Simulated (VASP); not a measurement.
# BaF2 (Fm-3m) in VASP: further runs

Runs on BaF2. Level: PBE. Tasks: single point.

All numbers are computed with VASP 6.6.1; they aren't measurements. Logs are shortened: lines on timing, memory, paths and dates and some standing lists are left out, and cuts for length are marked.

## Step 1: The cell of the first run

It takes space group Fm-3m (No. 225, cubic). Conventional cell: a = 6.200 Å, b = 6.200 Å, c = 6.200 Å, α = 90.00°, β = 90.00°, γ = 90.00°. Ba (site symmetry m-3m) has 8 F at 2.68 Å within 3.5 Å. Within 3.5 Å of F (site symmetry -43m) lie 4 Ba at 2.68 Å and 6 F at 3.10 Å.

## Step 2: Single point, PBE

INCAR reads:

```
PREC = Accurate
ENCUT = 600
EDIFF = 1E-6
ISMEAR = 0
SIGMA = 0.05
LREAL = False
LASPH = True
NELM = 120
ALGO = Normal
ISIF = 2
LWAVE = False
LCHARG = False
GGA = PE
NBANDS = 19
GGA_COMPAT = False
```

KPOINTS reads:

```
regular mesh
0
Gamma
  10 10 10
```

POSCAR reads:

```
BaF2
1.0
    0.0000000000      3.1000485598      3.1000485598
    3.1000485598      0.0000000000      3.1000485598
    3.1000485598      3.1000485598      0.0000000000
Ba F
1 2
Direct
    0.0000000000      0.0000000000      0.0000000000
    0.2500000000      0.2500000000      0.2500000000
    0.7500000000      0.7500000000      0.7500000000
```

Potentials or basis: VASP PAW PBE potentials, release 64 (Ba_sv, F).

The run is started by

```sh
cat potpaw_PBE.64/Ba_sv/POTCAR potpaw_PBE.64/F/POTCAR > POTCAR
mpirun -np 1 vasp_std > vasp.out
```

OUTCAR:

```text
PREC = Accurate
   ENCUT = 600
   EDIFF = 1E-6
   ISMEAR = 0
   LREAL = False
   LASPH = True
   NELM = 120
   ISIF = 2
   GGA = PE

 ion  position               nearest neighbor table
   1  0.000  0.000  0.000-   3 2.68   2 2.68   3 2.68   2 2.68   3 2.68   3 2.68   2 2.68   2 2.68

   2  0.250  0.250  0.250-   1 2.68   1 2.68   1 2.68   1 2.68
   3  0.750  0.750  0.750-   1 2.68   1 2.68   1 2.68   1 2.68

  LATTYP: Found a face centered cubic cell.
 ALAT       =     6.2000971196

  Lattice vectors:

 A1 = (   0.0000000000,   3.1000485598,   3.1000485598)
 A2 = (   3.1000485598,   0.0000000000,   3.1000485598)
 A3 = (   3.1000485598,   3.1000485598,   0.0000000000)

Analysis of symmetry for initial positions (statically):
=====================================================================
 Subroutine PRICEL returns:
 Original cell was already a primitive cell.

 Routine SETGRP: Setting up the symmetry group for a
 face centered cubic supercell.

 Subroutine GETGRP returns: Found 48 space group operations
 (whereof 48 operations were pure point group operations)
 out of a pool of 48 trial point group operations.

The static configuration has the point symmetry O_h .

Analysis of symmetry for dynamics (positions and initial velocities):
=====================================================================
 Subroutine PRICEL returns:
 Original cell was already a primitive cell.

 Routine SETGRP: Setting up the symmetry group for a
 face centered cubic supercell.

 Subroutine GETGRP returns: Found 48 space group operations
 (whereof 48 operations were pure point group operations)
 out of a pool of 48 trial point group operations.

The dynamic configuration has the point symmetry O_h .

 Subroutine INISYM returns: Found 48 space group operations
 (whereof 48 operations are pure point group operations),
 and found     1 'primitive' translations

----------------------------------------------------------------------------------------

                                     Primitive cell

  volume of cell :      59.5848

  direct lattice vectors                    reciprocal lattice vectors
     0.000000000  3.100048560  3.100048560    -0.161287796  0.161287796  0.161287796
     3.100048560  0.000000000  3.100048560     0.161287796 -0.161287796  0.161287796
     3.100048560  3.100048560  0.000000000     0.161287796  0.161287796 -0.161287796

  length of vectors
     4.384130717  4.384130717  4.384130717     0.279358657  0.279358657  0.279358657

  position of ions in fractional coordinates (direct lattice)
     0.000000000  0.000000000  0.000000000
     0.250000000  0.250000000  0.250000000
     0.750000000  0.750000000  0.750000000

  ion indices of the primitive-cell ions
   primitive index   ion index
                 1           1
                 2           2
                 3           3

----------------------------------------------------------------------------------------

 KPOINTS: regular mesh

Automatic generation of k-mesh.
 Grid dimensions read from file:
 generate k-points for:   10   10   10

 Generating k-lattice:

  Cartesian coordinates                     Fractional coordinates (reciprocal lattice)
    -0.016128780  0.016128780  0.016128780     0.100000000  0.000000000  0.000000000
     0.016128780 -0.016128780  0.016128780     0.000000000  0.100000000  0.000000000
     0.016128780  0.016128780 -0.016128780     0.000000000  0.000000000  0.100000000

  Length of vectors
     0.027935866  0.027935866  0.027935866

  Shift w.r.t. Gamma in fractional coordinates (k-lattice)
     0.000000000  0.000000000  0.000000000

 Subroutine IBZKPT returns following result:
 ===========================================

 Found     47 irreducible k-points:

 Following reciprocal coordinates:
            Coordinates               Weight
  0.000000  0.000000  0.000000      1.000000
  0.100000  0.000000  0.000000      8.000000
  0.200000  0.000000  0.000000      8.000000
  0.300000  0.000000  0.000000      8.000000
  0.400000  0.000000  0.000000      8.000000
  0.500000  0.000000  0.000000      4.000000
[... 16 lines left out ...]
  0.300000  0.300000  0.000000      6.000000
  0.400000  0.300000  0.000000     24.000000
 [... further k-points ...]
   k-points           NKPTS =     47   k-points in BZ     NKDIM =     47   number of bands    NBANDS=     19
   number of dos      NEDOS =    301   number of ions     NIONS =      3
   total plane-waves  NPLWV =  46656
   dimension x,y,z NGX =    36 NGY =   36 NGZ =   36
   dimension x,y,z NGXF=    72 NGYF=   72 NGZF=   72
   ions per type =               1   2
   NGX,Y,Z   is equivalent  to a cutoff of  13.65, 13.65, 13.65 a.u.
   NGXF,Y,Z  is equivalent  to a cutoff of  27.30, 27.30, 27.30 a.u.
 SYSTEM =  unknown system
   PREC   = accura    normal or accurate (medium, high low for compatibility)
   ISTART =      0    job   : 0-new  1-cont  2-samecut
   ICHARG =      2    charge: 1-file 2-atom 10-const
   ISPIN  =      1    spin polarized calculation?
   LNONCOLLINEAR =      F non collinear calculations
   LSORBIT =      F    spin-orbit coupling
   LASPH  =      T    aspherical Exc in radial PAW
   ENCUT  =  600.0 eV  44.10 Ry    6.64 a.u.   8.76  8.76  8.76*2*pi/ulx,y,z
   NELM   =    120;   NELMIN=  2; NELMDL= -5     # of ELM steps
   EDIFF  = 0.1E-05   stopping-criterion for ELM
   LREAL  =      F    real-space projection
   EDIFFG = 0.1E-04   stopping-criterion for IOM
   NSW    =      0    number of steps for IOM
   IBRION =     -1    ionic relax: 0-MD 1-quasi-New 2-CG
   NFREE  =      0    steps in history (QN), initial steepest desc. (CG)
   ISIF   =      2    stress and relaxation
   ISYM   =      2    0-nonsym 1-usesym 2-fastsym
   POTIM  = 0.5000    time-step for ionic-motion
   TEBEG  =    0.0;   TEEND  =   0.0 temperature during run
   PSTRESS=    0.0 pullay stress
   NELECT =      24.0000    total number of electrons
   NUPDOWN=      -1.0000    fix difference up-down
   EMIN   =  10.00;   EMAX   =-10.00  energy-range for DOS
   EFERMI =   0.00;   METHOD = LEGACY
   ISMEAR =     0;   SIGMA  =   0.05  broadening in eV -4-tet -1-fermi 0-gaus
   EFERMI_NEDOS =   21; number of points for ismear=-14 and -15
   IALGO  =     38    algorithm
   IMIX   =      4    mixing-type and parameters
     AMIX     =   0.40;   BMIX     =  1.00
     AMIX_MAG =   1.60;   BMIX_MAG =  1.00
  volume/ion in A,a.u.               =      19.86       134.03
  Fermi-wavevector in a.u.,A,eV,Ry     =   1.209020  2.284716 19.888029  1.461729
  Thomas-Fermi vector in A             =   2.344610
   LORBIT       =      0    0 simple, 1 ext, 2 COOP (PROOUT), +10 PAW based schemes
   GGA     = PE    functional components
   LHFCALC =     F    Hartree Fock is set to
   AEXX    =    0.0000 exact exchange contribution
   IVDW    =     0    specifies the selected vdW correction
   LEPSILON=     F    determine dielectric tensor
   LRPA    =     F    only Hartree local field effects (RPA)
 non-spin polarized calculation
 Gauss-broadening in eV      SIGMA  =   0.05
  energy-cutoff  :      600.00
  volume of cell :       59.58
 maximum number of plane-waves:      2012
   NGX = 17   NGY = 17   NGZ = 17

 number of electron      24.0000002 magnetization

 Free energy of the ion-electron system (eV)
  ---------------------------------------------------
  ext. energy  EPLUGINS =         0.00000000
  ---------------------------------------------------
  free energy    TOTEN  =       -17.11273761 eV

  energy without entropy =      -17.11273761  energy(sigma->0) =      -17.11273761

 E-fermi :  -1.7450     XC(G=0):  -8.7007

 val. band max:       -2.0720290317   @ k =  -0.2000   0.2000   0.0000
 cond. band min:       4.6915930516   @ k =   0.0000   0.0000   0.0000
 fundamental gap:      6.7636220833
 Fermi energy:        -1.7449874740

 k-point     1 :       0.0000    0.0000    0.0000
  band No.  band energies     occupation
      1     -25.1717      2.00000
      2     -21.0054      2.00000
      3     -20.9569      2.00000
      4     -10.0091      2.00000
      5     -10.0091      2.00000
      6     -10.0091      2.00000
[... 11 lines left out ...]
     18       9.3134      0.00000
     19      13.3726      0.00000

 k-point     2 :       0.1000    0.0000    0.0000
  band No.  band energies     occupation
      1     -25.1526      2.00000
      2     -21.0150      2.00000
      3     -20.9810      2.00000
      4     -10.0277      2.00000
      5     -10.0250      2.00000
      6     -10.0250      2.00000
[... 11 lines left out ...]
     18       9.3218      0.00000
     19      12.9127      0.00000

 k-point     3 :       0.2000    0.0000    0.0000
  band No.  band energies     occupation
      1     -25.1016      2.00000
      2     -21.0593      2.00000
      3     -21.0264      2.00000
      4     -10.0729      2.00000
      5     -10.0657      2.00000
      6     -10.0657      2.00000
[... 11 lines left out ...]
     18       9.3519      0.00000
     19      12.0498      0.00000

 k-point     4 :       0.3000    0.0000    0.0000
  band No.  band energies     occupation
      1     -25.0359      2.00000
      2     -21.1447      2.00000
      3     -21.0547      2.00000
      4     -10.1223      2.00000
      5     -10.1145      2.00000
      6     -10.1145      2.00000
[... 407 lines left out ...]
     18       9.7916      0.00000
     19      12.0671      0.00000

 k-point    23 :       0.3000    0.3000    0.0000
  band No.  band energies     occupation
      1     -24.9891      2.00000
      2     -21.1905      2.00000
      3     -21.0872      2.00000
      4     -10.2718      2.00000
      5     -10.2718      2.00000
      6      -9.9090      2.00000
[... 11 lines left out ...]
     18       9.6261      0.00000
     19      13.3295      0.00000

 k-point    24 :       0.4000    0.3000    0.0000
  band No.  band energies     occupation
      1     -24.9444      2.00000
      2     -21.2399      2.00000
      3     -21.1128      2.00000
      4     -10.3153      2.00000
      5     -10.3148      2.00000
      6      -9.9104      2.00000
[... 11 lines left out ...]
     18       9.9022      0.00000
     19      12.6953      0.00000

 [... further k-points ...]

------------------------ aborting loop because EDIFF is reached ----------------------------------------

  FORCE on cell =-STRESS in cart. coord.  units (eV):
  Direction    XX          YY          ZZ          XY          YZ          ZX
  --------------------------------------------------------------------------------------
  -------------------------------------------------------------------------------------
  Total        0.8470064      0.8470064      0.8470064     -0.0000000      0.0000000      0.0000000
  in kB       22.7751793     22.7751793     22.7751793     -0.0000000      0.0000000      0.0000000
  external PRESSURE =      22.7751793 kB  Pullay stress =       0.0000000 kB

 VOLUME and BASIS-vectors are now :
 -----------------------------------------------------------------------------
  energy-cutoff  :      600.00
  volume of cell :       59.58
      direct lattice vectors                 reciprocal lattice vectors
     0.000000000  3.100048560  3.100048560    -0.161287796  0.161287796  0.161287796
     3.100048560  0.000000000  3.100048560     0.161287796 -0.161287796  0.161287796
     3.100048560  3.100048560  0.000000000     0.161287796  0.161287796 -0.161287796

 POSITION                                       TOTAL-FORCE (eV/Angst)
 -----------------------------------------------------------------------------------
      0.00000      0.00000      0.00000        -0.000000     -0.000000      0.000000
      1.55002      1.55002      1.55002        -0.000000      0.000000     -0.000000
      4.65007      4.65007      4.65007         0.000000      0.000000     -0.000000
 -----------------------------------------------------------------------------------
    total drift:                                0.000000      0.000000      0.000000

  FREE ENERGIE OF THE ION-ELECTRON SYSTEM (eV)
  ---------------------------------------------------
  free  energy   TOTEN  =       -17.1127376114 eV

  energy  without entropy=      -17.1127376114  energy(sigma->0) =      -17.11273761
```

Run time: 61 s. Hardware: 1 thread of AMD EPYC 7R13, shared host; peak memory 0.21 GiB.

What came out:

| Item | Value |
| --- | --- |
| Free energy | -17.1127 eV |
| Pressure | 2.3 GPa |
| Band gap on the k mesh | 6.76 eV (least direct gap 6.84 eV) |

Levels at points of the mesh, in eV from the valence-band top:
```tsv
k point	band 9	band 10	band 11	band 12	band 13	band 14	band 15	band 16
(0.00, 0.00, 0.00)	-1.50	-0.08	-0.08	-0.08	6.76	9.18	9.18	11.39
(0.50, 0.00, 0.00)	-0.67	-0.35	-0.17	-0.17	9.10	9.17	9.17	9.79
(0.50, 0.50, 0.00)	-0.36	-0.33	-0.33	-0.13	7.24	9.00	10.66	11.94
```

Caveat: spin-orbit coupling is left out, which moves the levels of the heavy elements. A k mesh can miss the band edges.

(Part 1 of 3 ends here.)
